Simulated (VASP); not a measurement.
# Se (Pm-3m) in VASP: single point with PBE

Aim: the single point of Se with PBE.

All numbers are computed with VASP 6.6.1; they aren't measurements. Logs are shortened: lines on timing, memory, paths and dates and some standing lists are left out, and cuts for length are marked.

**1. The cell of the first run**

Symmetry: Pm-3m, No. 221, cubic system. The conventional cell has a = 2.837 Å, b = 2.837 Å, c = 2.837 Å, α = 90.00°, β = 90.00°, γ = 90.00°. Se (site symmetry m-3m) has 6 Se at 2.84 Å within 3.7 Å.

**2. Single point, PBE**

INCAR reads:

```
ALGO = Normal ; EDIFF = 1E-6
ENCUT = 520 ; GGA = PE
ISIF = 2 ; ISMEAR = -1
LASPH = T ; LCHARG = T
LELF = T ; LREAL = F
LVHAR = T ; LWAVE = F
NBANDS = 9 ; NELM = 80
PREC = Accurate ; SIGMA = 0.13605693000000002
```

KPOINTS reads:

```
k-points
0
Gamma
  12 12 12
```

POSCAR reads:

```
Se
1.0
    2.8370086867      0.0000000000      0.0000000000
    0.0000000000      2.8370086867      0.0000000000
    0.0000000000      0.0000000000      2.8370086867
Se
1
Direct
    0.0000000000      0.0000000000      0.0000000000
```

Potentials or basis: VASP PAW PBE potentials, release 64 (Se).

The run is started by

```console
$ cat potpaw_PBE.64/Se/POTCAR > POTCAR
$ mpirun -np 1 vasp_std > vasp.out
```

OUTCAR:

```text
EDIFF = 1E-6
   ENCUT = 520
   GGA = PE
   ISIF = 2
   ISMEAR = -1
   LASPH = T
   LREAL = F
   NELM = 80
   PREC = Accurate

 ion  position               nearest neighbor table
   1  0.000  0.000  0.000-

  LATTYP: Found a simple cubic cell.
 ALAT       =     2.8370086867

  Lattice vectors:

 A1 = (   2.8370086867,   0.0000000000,   0.0000000000)
 A2 = (   0.0000000000,   2.8370086867,   0.0000000000)
 A3 = (   0.0000000000,   0.0000000000,   2.8370086867)

Analysis of symmetry for initial positions (statically):
=====================================================================
 Subroutine PRICEL returns:
 Original cell was already a primitive cell.

 Routine SETGRP: Setting up the symmetry group for a
 simple cubic supercell.

 Subroutine GETGRP returns: Found 48 space group operations
 (whereof 48 operations were pure point group operations)
 out of a pool of 48 trial point group operations.

The static configuration has the point symmetry O_h .

Analysis of symmetry for dynamics (positions and initial velocities):
=====================================================================
 Subroutine PRICEL returns:
 Original cell was already a primitive cell.

 Routine SETGRP: Setting up the symmetry group for a
 simple cubic supercell.

 Subroutine GETGRP returns: Found 48 space group operations
 (whereof 48 operations were pure point group operations)
 out of a pool of 48 trial point group operations.

The dynamic configuration has the point symmetry O_h .

 Subroutine INISYM returns: Found 48 space group operations
 (whereof 48 operations are pure point group operations),
 and found     1 'primitive' translations

----------------------------------------------------------------------------------------

                                     Primitive cell

  volume of cell :      22.8340

  direct lattice vectors                    reciprocal lattice vectors
     2.837008687  0.000000000  0.000000000     0.352483940  0.000000000  0.000000000
     0.000000000  2.837008687  0.000000000     0.000000000  0.352483940  0.000000000
     0.000000000  0.000000000  2.837008687     0.000000000  0.000000000  0.352483940

  length of vectors
     2.837008687  2.837008687  2.837008687     0.352483940  0.352483940  0.352483940

  position of ions in fractional coordinates (direct lattice)
     0.000000000  0.000000000  0.000000000

  ion indices of the primitive-cell ions
   primitive index   ion index
                 1           1

----------------------------------------------------------------------------------------

 KPOINTS: k-points

Automatic generation of k-mesh.
 Grid dimensions read from file:
 generate k-points for:   12   12   12

 Generating k-lattice:

  Cartesian coordinates                     Fractional coordinates (reciprocal lattice)
     0.029373662  0.000000000  0.000000000     0.083333333  0.000000000  0.000000000
     0.000000000  0.029373662  0.000000000     0.000000000  0.083333333  0.000000000
     0.000000000  0.000000000  0.029373662     0.000000000  0.000000000  0.083333333

  Length of vectors
     0.029373662  0.029373662  0.029373662

  Shift w.r.t. Gamma in fractional coordinates (k-lattice)
     0.000000000  0.000000000  0.000000000

 Subroutine IBZKPT returns following result:
 ===========================================

 Found     84 irreducible k-points:

 Following reciprocal coordinates:
            Coordinates               Weight
  0.000000  0.000000  0.000000      1.000000
  0.083333  0.000000  0.000000      6.000000
  0.166667  0.000000  0.000000      6.000000
  0.250000  0.000000  0.000000      6.000000
  0.333333  0.000000  0.000000      6.000000
  0.416667  0.000000  0.000000      6.000000
[... 16 lines left out ...]
  0.333333  0.333333  0.000000     12.000000
  0.416667  0.333333  0.000000     24.000000
 [... further k-points ...]
   k-points           NKPTS =     84   k-points in BZ     NKDIM =     84   number of bands    NBANDS=      9
   number of dos      NEDOS =    301   number of ions     NIONS =      1
   total plane-waves  NPLWV =  13824
   dimension x,y,z NGX =    24 NGY =   24 NGZ =   24
   dimension x,y,z NGXF=    48 NGYF=   48 NGZF=   48
   ions per type =               1
   NGX,Y,Z   is equivalent  to a cutoff of  14.06, 14.06, 14.06 a.u.
   NGXF,Y,Z  is equivalent  to a cutoff of  28.13, 28.13, 28.13 a.u.
 SYSTEM =  unknown system
   PREC   = accura    normal or accurate (medium, high low for compatibility)
   ISTART =      0    job   : 0-new  1-cont  2-samecut
   ICHARG =      2    charge: 1-file 2-atom 10-const
   ISPIN  =      1    spin polarized calculation?
   LNONCOLLINEAR =      F non collinear calculations
   LSORBIT =      F    spin-orbit coupling
   LASPH  =      T    aspherical Exc in radial PAW
   ENCUT  =  520.0 eV  38.22 Ry    6.18 a.u.   5.27  5.27  5.27*2*pi/ulx,y,z
   NELM   =     80;   NELMIN=  2; NELMDL= -5     # of ELM steps
   EDIFF  = 0.1E-05   stopping-criterion for ELM
   LREAL  =      F    real-space projection
   EDIFFG = 0.1E-04   stopping-criterion for IOM
   NSW    =      0    number of steps for IOM
   IBRION =     -1    ionic relax: 0-MD 1-quasi-New 2-CG
   NFREE  =      0    steps in history (QN), initial steepest desc. (CG)
   ISIF   =      2    stress and relaxation
   ISYM   =      2    0-nonsym 1-usesym 2-fastsym
   POTIM  = 0.5000    time-step for ionic-motion
   TEBEG  =    0.0;   TEEND  =   0.0 temperature during run
   PSTRESS=    0.0 pullay stress
   NELECT =       6.0000    total number of electrons
   NUPDOWN=      -1.0000    fix difference up-down
   EMIN   =  10.00;   EMAX   =-10.00  energy-range for DOS
   EFERMI =   0.00;   METHOD = LEGACY
   ISMEAR =    -1;   SIGMA  =   0.14  broadening in eV -4-tet -1-fermi 0-gaus
   EFERMI_NEDOS =   21; number of points for ismear=-14 and -15
   IALGO  =     38    algorithm
   IMIX   =      4    mixing-type and parameters
     AMIX     =   0.40;   BMIX     =  1.00
     AMIX_MAG =   1.60;   BMIX_MAG =  1.00
  volume/ion in A,a.u.               =      22.83       154.09
  Fermi-wavevector in a.u.,A,eV,Ry     =   1.048571  1.981512 14.959626  1.099502
  Thomas-Fermi vector in A             =   2.183498
   LORBIT       =      0    0 simple, 1 ext, 2 COOP (PROOUT), +10 PAW based schemes
   GGA     = PE    functional components
[... 5 lines left out ...]
 non-spin polarized calculation
  energy-cutoff  :      520.00
  volume of cell :       22.83
 maximum number of plane-waves:       630
 NGX is ok and might be reduce to    24
   NGX = 11   NGY = 11   NGZ = 11

 number of electron       5.9999999 magnetization

 Free energy of the ion-electron system (eV)
  ---------------------------------------------------
  ext. energy  EPLUGINS =         0.00000000
  ---------------------------------------------------
  free energy    TOTEN  =        -3.34404892 eV

  energy without entropy =       -3.31126724  energy(sigma->0) =       -3.32765808

 E-fermi :   4.5782     XC(G=0):  -9.8716

 val. band max:        4.5539965235   @ k =   0.4167   0.1667   0.0000
 cond. band min:       4.5816972055   @ k =   0.3333   0.1667   0.1667
 fundamental gap:      0.0277006820
 Fermi energy:         4.5781721946

 k-point     1 :       0.0000    0.0000    0.0000
  band No.  band energies     occupation
      1     -11.3738      2.00000
      2       5.9474      0.00009
      3       5.9474      0.00009
      4       5.9474      0.00009
      5      12.3582      0.00000
      6      12.3582      0.00000
      7      12.3803      0.00000
      8      26.6456      0.00000
      9      26.6456      0.00000

 k-point     2 :       0.0833    0.0000    0.0000
  band No.  band energies     occupation
      1     -11.2768      2.00000
      2       4.9370      0.13357
      3       6.0235      0.00005
      4       6.0235      0.00005
      5      12.4569      0.00000
      6      12.4907      0.00000
      7      13.5822      0.00000
      8      24.9908      0.00000
      9      24.9908      0.00000

 k-point     3 :       0.1667    0.0000    0.0000
  band No.  band energies     occupation
      1     -10.9941      2.00000
      2       2.9967      1.99998
      3       6.2409      0.00001
      4       6.2409      0.00001
      5      12.7461      0.00000
      6      12.8420      0.00000
      7      16.0804      0.00000
      8      22.8447      0.00000
      9      22.8447      0.00000

 k-point     4 :       0.2500    0.0000    0.0000
  band No.  band energies     occupation
      1     -10.5552      2.00000
      2       1.0339      2.00000
      3       6.5635      0.00000
      4       6.5635      0.00000
      5      13.1994      0.00000
      6      13.4242      0.00000
      7      18.5261      0.00000
      8      20.9429      0.00000
      9      20.9429      0.00000

 k-point     5 :       0.3333    0.0000    0.0000
  band No.  band energies     occupation
      1     -10.0277      2.00000
      2      -0.6466      2.00000
      3       6.9236      0.00000
      4       6.9236      0.00000
      5      13.7537      0.00000
      6      14.2286      0.00000
      7      19.0784      0.00000
      8      19.4327      0.00000
      9      19.4327      0.00000

 k-point     6 :       0.4167    0.0000    0.0000
  band No.  band energies     occupation
      1      -9.5522      2.00000
      2      -1.8314      2.00000
      3       7.2180      0.00000
      4       7.2180      0.00000
      5      14.2676      0.00000
      6      15.2230      0.00000
      7      18.0028      0.00000
      8      18.4418      0.00000
      9      18.4418      0.00000

 k-point     7 :       0.5000    0.0000    0.0000
  band No.  band energies     occupation
      1      -9.3490      2.00000
      2      -2.2734      2.00000
      3       7.3339      0.00000
      4       7.3339      0.00000
      5      14.4932      0.00000
      6      16.0427      0.00000
      7      17.0679      0.00000
      8      18.0928      0.00000
      9      18.0928      0.00000

 k-point     8 :       0.0833    0.0833    0.0000
  band No.  band energies     occupation
      1     -11.1799      2.00000
      2       5.0093      0.08074
      3       5.0286      0.07043
      4       6.0994      0.00003
      5      12.5816      0.00000
      6      13.6356      0.00000
      7      13.7214      0.00000
      8      23.4890      0.00000
      9      24.7371      0.00000

 k-point     9 :       0.1667    0.0833    0.0000
  band No.  band energies     occupation
      1     -10.8973      2.00000
      2       3.0845      1.99997
      3       5.2543      0.01380
      4       6.3161      0.00001
      5      12.8990      0.00000
      6      13.9532      0.00000
      7      16.1367      0.00000
      8      21.4423      0.00000
      9      22.8999      0.00000

 k-point    10 :       0.2500    0.0833    0.0000
  band No.  band energies     occupation
      1     -10.4585      2.00000
      2       1.1249      2.00000
      3       5.6075      0.00104
      4       6.6376      0.00000
      5      13.4069      0.00000
      6      14.3834      0.00000
      7      18.0998      0.00000
      8      20.2441      0.00000
      9      21.0275      0.00000
[... 85 lines left out ...]
 k-point    18 :       0.5000    0.1667    0.0000
  band No.  band energies     occupation
      1      -8.9728      2.00000
      2      -1.9057      2.00000
      3       4.7105      0.54859
      4       7.6057      0.00000
      5      12.9631      0.00000
      6      15.5594      0.00000
      7      18.4836      0.00000
      8      18.8850      0.00000
      9      19.2892      0.00000

 k-point    19 :       0.2500    0.2500    0.0000
  band No.  band energies     occupation
      1      -9.7393      2.00000
      2       1.7645      2.00000
      3       1.8196      2.00000
      4       7.1616      0.00000
      5      13.5482      0.00000
      6      14.7543      0.00000
      7      20.1418      0.00000
      8      20.4030      0.00000
      9      21.3076      0.00000

 k-point    20 :       0.3333    0.2500    0.0000
  band No.  band energies     occupation
      1      -9.2138      2.00000
      2       0.1284      2.00000
      3       2.2642      2.00000
      4       7.5086      0.00000
      5      12.3060      0.00000
      6      15.1467      0.00000
      7      20.2072      0.00000
      8      20.6666      0.00000
      9      21.4431      0.00000

 k-point    21 :       0.4167    0.2500    0.0000
  band No.  band energies     occupation
      1      -8.7401      2.00000
      2      -1.0470      2.00000
      3       2.6738      2.00000
      4       7.7908      0.00000
      5      11.2705      0.00000
      6      15.7984      0.00000
      7      19.2755      0.00000
      8      20.3088      0.00000
      9      21.3855      0.00000

 k-point    22 :       0.5000    0.2500    0.0000
  band No.  band energies     occupation
      1      -8.5377      2.00000
      2      -1.4859      2.00000
      3       2.8430      1.99999
      4       7.9014      0.00000
      5      10.8830      0.00000
      6      16.1402      0.00000
      7      18.9413      0.00000
      8      19.8588      0.00000
      9      21.5210      0.00000

 k-point    23 :       0.3333    0.3333    0.0000
  band No.  band energies     occupation
      1      -8.6895      2.00000
      2       0.5896      2.00000
      3       0.6385      2.00000
      4       7.8465      0.00000
      5      10.7107      0.00000
      6      15.7871      0.00000
      7      20.4856      0.00000
      8      21.1671      0.00000
      9      21.6948      0.00000

 k-point    24 :       0.4167    0.3333    0.0000
  band No.  band energies     occupation
      1      -8.2168      2.00000
      2      -0.5548      2.00000
      3       1.0385      2.00000
      4       8.1201      0.00000
      5       9.5922      0.00000
      6      16.4762      0.00000
      7      19.8204      0.00000
      8      21.0376      0.00000
      9      21.3488      0.00000

 [... further k-points ...]
[... 5 lines left out ...]
  --------------------------------------------------------------------------------------
  -------------------------------------------------------------------------------------
  Total       -0.0390392     -0.0390392     -0.0390392     -0.0000000      0.0000000     -0.0000000
  in kB       -2.7392344     -2.7392344     -2.7392344     -0.0000000      0.0000000     -0.0000000
  external PRESSURE =      -2.7392344 kB  Pullay stress =       0.0000000 kB

 VOLUME and BASIS-vectors are now :
 -----------------------------------------------------------------------------
  energy-cutoff  :      520.00
  volume of cell :       22.83
      direct lattice vectors                 reciprocal lattice vectors
     2.837008687  0.000000000  0.000000000     0.352483940  0.000000000  0.000000000
     0.000000000  2.837008687  0.000000000     0.000000000  0.352483940  0.000000000
     0.000000000  0.000000000  2.837008687     0.000000000  0.000000000  0.352483940

 POSITION                                       TOTAL-FORCE (eV/Angst)
 -----------------------------------------------------------------------------------
      0.00000      0.00000      0.00000         0.000000      0.000000      0.000000
 -----------------------------------------------------------------------------------
    total drift:                               -0.000000      0.000000     -0.000000

  FREE ENERGIE OF THE ION-ELECTRON SYSTEM (eV)
  ---------------------------------------------------
  free  energy   TOTEN  =        -3.3440489190 eV

  energy  without entropy=       -3.3112672372  energy(sigma->0) =       -3.32765808
```

Run time: 20 s. Hardware: 1 thread of AMD EPYC 7R43 (Zen 3), shared host; peak memory 0.11 GiB.

What came out:

```yaml
Free_energy: -3.3440 eV
Pressure: -0.3 GPa
Band_gap_on_the_k_mesh: zero (band 3 reaches 7.33 eV, above the bottom of band 4 at 1.29 eV)
```
